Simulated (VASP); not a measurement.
# Ni (Fm-3m) in VASP: single point with PBE

Aim: the single point of Ni with PBE.

All numbers are computed with VASP 6.6.1; they aren't measurements. Logs are shortened: lines on timing, memory, paths and dates and some standing lists are left out, and cuts for length are marked.

## Step 1: The cell of the first run

Symmetry: Fm-3m, No. 225, cubic system. Conventional cell: a = 3.519 Å, b = 3.519 Å, c = 3.519 Å, α = 90.00°, β = 90.00°, γ = 90.00°. Within 3.3 Å of Ni (site symmetry m-3m) lie 12 Ni at 2.49 Å.

## Step 2: Single point, PBE, collinear spin, ferromagnetic start

Contents of INCAR:

```
PREC     = Accurate       # precision mode
ENCUT    = 690            # plane-wave cutoff, eV
EDIFF    = 1E-6           # SCF threshold, eV
ISMEAR   = 0              # smearing method
SIGMA    = 0.6            # smearing width, eV
LREAL    = False          # projectors in reciprocal space
LASPH    = True           # aspherical terms in the spheres
NELM     = 200            # most SCF steps
ALGO     = Normal         # electronic algorithm
ISIF     = 2              # what is computed and relaxed
LWAVE    = False          # write WAVECAR
LCHARG   = False          # write CHGCAR
ISPIN    = 2              # spin polarisation
MAGMOM   = 0.672          # initial moments
LORBIT   = 11             # projections on sites
LMAXMIX  = 4              # l up to which the mixer works
GGA      = PE             # functional
NBANDS   = 19             # bands
GGA_COMPAT= False
```

Contents of KPOINTS:

```
Automatic mesh
0
Gamma
  15 15 15
```

Contents of POSCAR:

```
Ni
1.0
    0.0000000000      1.7596893266      1.7596893266
    1.7596893266      0.0000000000      1.7596893266
    1.7596893266      1.7596893266      0.0000000000
Ni
1
Direct
    0.0000000000      0.0000000000      0.0000000000
```

Potentials or basis: VASP PAW PBE potentials, release 64 (Ni_sv_GW).

The run is started by

```sh
> cat potpaw_PBE.64/Ni_sv_GW/POTCAR > POTCAR
> mpirun -np 1 vasp_std > vasp.out
```

OUTCAR:

```text
PREC = Accurate
   ENCUT = 690
   EDIFF = 1E-6
   ISMEAR = 0
   LREAL = False
   LASPH = True
   NELM = 200
   ISIF = 2
   ISPIN = 2
   LORBIT = 11
   GGA = PE

 ion  position               nearest neighbor table
   1  0.000  0.000  0.000-

  LATTYP: Found a face centered cubic cell.
 ALAT       =     3.5193786532

  Lattice vectors:

 A1 = (   0.0000000000,   1.7596893266,   1.7596893266)
 A2 = (   1.7596893266,   0.0000000000,   1.7596893266)
 A3 = (   1.7596893266,   1.7596893266,   0.0000000000)

Analysis of symmetry for initial positions (statically):
=====================================================================
 Subroutine PRICEL returns:
 Original cell was already a primitive cell.

 Routine SETGRP: Setting up the symmetry group for a
 face centered cubic supercell.

 Subroutine GETGRP returns: Found 48 space group operations
 (whereof 48 operations were pure point group operations)
 out of a pool of 48 trial point group operations.

The static configuration has the point symmetry O_h .

Analysis of symmetry for dynamics (positions and initial velocities):
=====================================================================
 Subroutine PRICEL returns:
 Original cell was already a primitive cell.

 Routine SETGRP: Setting up the symmetry group for a
 face centered cubic supercell.

 Subroutine GETGRP returns: Found 48 space group operations
 (whereof 48 operations were pure point group operations)
 out of a pool of 48 trial point group operations.

The dynamic configuration has the point symmetry O_h .

Analysis of structural, dynamic, and magnetic symmetry:
=====================================================================
 Subroutine PRICEL returns:
 Original cell was already a primitive cell.

 Routine SETGRP: Setting up the symmetry group for a
 face centered cubic supercell.

 Subroutine GETGRP returns: Found 48 space group operations
 (whereof 48 operations were pure point group operations)
 out of a pool of 48 trial point group operations.

The overall configuration has the point symmetry O_h .

 Subroutine INISYM returns: Found 48 space group operations
 (whereof 48 operations are pure point group operations),
 and found     1 'primitive' translations

----------------------------------------------------------------------------------------

                                     Primitive cell

  volume of cell :      10.8978

  direct lattice vectors                    reciprocal lattice vectors
     0.000000000  1.759689327  1.759689327    -0.284141065  0.284141065  0.284141065
     1.759689327  0.000000000  1.759689327     0.284141065 -0.284141065  0.284141065
[... 101 lines left out ...]
   IMIX   =      4    mixing-type and parameters
     AMIX     =   0.40;   BMIX     =  1.00
     AMIX_MAG =   1.60;   BMIX_MAG =  1.00
  volume/ion in A,a.u.               =      10.90        73.54
  Fermi-wavevector in a.u.,A,eV,Ry     =   1.935172  3.656946 50.952353  3.744892
  Thomas-Fermi vector in A             =   2.966291
   LORBIT       =     11    0 simple, 1 ext, 2 COOP (PROOUT), +10 PAW based schemes
   GGA     = PE    functional components
   LHFCALC =     F    Hartree Fock is set to
   AEXX    =    0.0000 exact exchange contribution
   IVDW    =     0    specifies the selected vdW correction
   LEPSILON=     F    determine dielectric tensor
   LRPA    =     F    only Hartree local field effects (RPA)
 spin polarized calculation
 Gauss-broadening in eV      SIGMA  =   0.60
  energy-cutoff  :      690.00
  volume of cell :       10.90
 maximum number of plane-waves:       463
 NGX is ok and might be reduce to    24
   NGX = 11   NGY = 11   NGZ = 11

 number of electron      18.0000008 magnetization       0.2932828

 Free energy of the ion-electron system (eV)
  ---------------------------------------------------
  ext. energy  EPLUGINS =         0.00000000
  ---------------------------------------------------
  free energy    TOTEN  =        -6.57174052 eV

  energy without entropy =       -6.26443379  energy(sigma->0) =       -6.41808716

 E-fermi :   7.8073     XC(G=0): -13.8643

 val. band max:        7.8042373461   @ k =  -0.4667   0.2000   0.0000
 cond. band min:       7.8240077769   @ k =   0.4667   0.1333   0.0000
 fundamental gap:      0.0197704308
 Fermi energy:         7.8073019524

 spin component 1

 k-point     1 :       0.0000    0.0000    0.0000
  band No.  band energies     occupation
      1     -95.5978      1.00000
      2     -55.8598      1.00000
      3     -55.8598      1.00000
      4     -55.8598      1.00000
      5      -1.2849      1.00000
      6       5.6172      1.00000
[... 517 lines left out ...]
     18      43.6045      0.00000
     19      48.1900      0.00000

 [... further k-points ...]

 spin component 2

 k-point     1 :       0.0000    0.0000    0.0000
  band No.  band energies     occupation
      1     -95.2116      1.00000
      2     -55.4824      1.00000
      3     -55.4824      1.00000
      4     -55.4824      1.00000
      5      -1.2976      1.00000
      6       5.9473      0.99999
[... 517 lines left out ...]
     18      43.5886      0.00000
     19      48.2643      0.00000

 [... further k-points ...]

------------------------ aborting loop because EDIFF is reached ----------------------------------------

  FORCE on cell =-STRESS in cart. coord.  units (eV):
  Direction    XX          YY          ZZ          XY          YZ          ZX
  --------------------------------------------------------------------------------------
  -------------------------------------------------------------------------------------
  Total       -0.0023084     -0.0023084     -0.0023084      0.0000000      0.0000000      0.0000000
  in kB       -0.3393815     -0.3393815     -0.3393815      0.0000000      0.0000000      0.0000000
  external PRESSURE =      -0.3393815 kB  Pullay stress =       0.0000000 kB

 VOLUME and BASIS-vectors are now :
 -----------------------------------------------------------------------------
  energy-cutoff  :      690.00
  volume of cell :       10.90
      direct lattice vectors                 reciprocal lattice vectors
     0.000000000  1.759689327  1.759689327    -0.284141065  0.284141065  0.284141065
     1.759689327  0.000000000  1.759689327     0.284141065 -0.284141065  0.284141065
     1.759689327  1.759689327  0.000000000     0.284141065  0.284141065 -0.284141065

 POSITION                                       TOTAL-FORCE (eV/Angst)
 -----------------------------------------------------------------------------------
      0.00000      0.00000      0.00000        -0.000000     -0.000000     -0.000000
 -----------------------------------------------------------------------------------
    total drift:                                0.000000      0.000000      0.000000

  FREE ENERGIE OF THE ION-ELECTRON SYSTEM (eV)
  ---------------------------------------------------
  free  energy   TOTEN  =        -6.5717405228 eV

  energy  without entropy=       -6.2644337888  energy(sigma->0) =       -6.41808716

 total charge

# of ion       s       p       d       f       tot
--------------------------------------------------
    1        2.239   6.291   7.809   0.005  16.344

 magnetization (x)

# of ion       s       p       d       f       tot
--------------------------------------------------
    1       -0.001  -0.006   0.317  -0.000   0.310
```

OSZICAR:

```text
N       E                     dE             d eps       ncg     rms          rms(c)
DAV:   1     0.187623660865E+03    0.18762E+03   -0.10089E+04 12897   0.382E+03
DAV:   2    -0.677297975278E+00   -0.18830E+03   -0.17634E+03 13944   0.811E+02
DAV:   3    -0.902525155615E+01   -0.83480E+01   -0.82592E+01 14394   0.224E+02
DAV:   4    -0.914883015036E+01   -0.12358E+00   -0.12353E+00 14381   0.162E+01
DAV:   5    -0.915091207376E+01   -0.20819E-02   -0.20817E-02 13728   0.151E+00    0.143E+01
DAV:   6    -0.800972882112E+01    0.11412E+01   -0.10022E+01 10479   0.295E+02    0.993E+00
DAV:   7    -0.663892792082E+01    0.13708E+01   -0.38367E+00 10569   0.152E+02    0.250E+00
DAV:   8    -0.657233537176E+01    0.66593E-01   -0.61511E-02 16615   0.147E+01    0.390E-01
DAV:   9    -0.657139957775E+01    0.93579E-03   -0.30449E-03 14528   0.401E+00    0.112E-01
DAV:  10    -0.657146571980E+01   -0.66142E-04   -0.14295E-04 14729   0.741E-01    0.115E-01
DAV:  11    -0.657165650526E+01   -0.19079E-03   -0.21098E-05 15773   0.239E-01    0.559E-02
DAV:  12    -0.657169200087E+01   -0.35496E-04   -0.32131E-06 13764   0.841E-02    0.419E-02
DAV:  13    -0.657172426957E+01   -0.32269E-04   -0.27906E-05 15233   0.488E-01    0.213E-02
DAV:  14    -0.657173972688E+01   -0.15457E-04   -0.11782E-05 16324   0.292E-01    0.690E-03
DAV:  15    -0.657174052280E+01   -0.79592E-06   -0.10226E-06 10155   0.993E-02
   1 F= -.65717405E+01 E0= -.64180872E+01  d E =-.307307E+00  mag=     0.2860
```

Wall time 78 s (1 thread of Intel Xeon Platinum 8259CL at 2.50GHz (Skylake/Cascade Lake), shared host); peak memory 0.21 GiB.

What came out:

```
Free energy                                           : -6.5717 eV
Pressure                                              : 0.0 GPa
Net moment                                            : 0.29 μB per cell
Site moments                                          : Ni +0.31 μB
Valence electrons inside the program's atomic spheres : Ni 16.34
```

Caveat: so wide a smearing shifts energies and pressures.
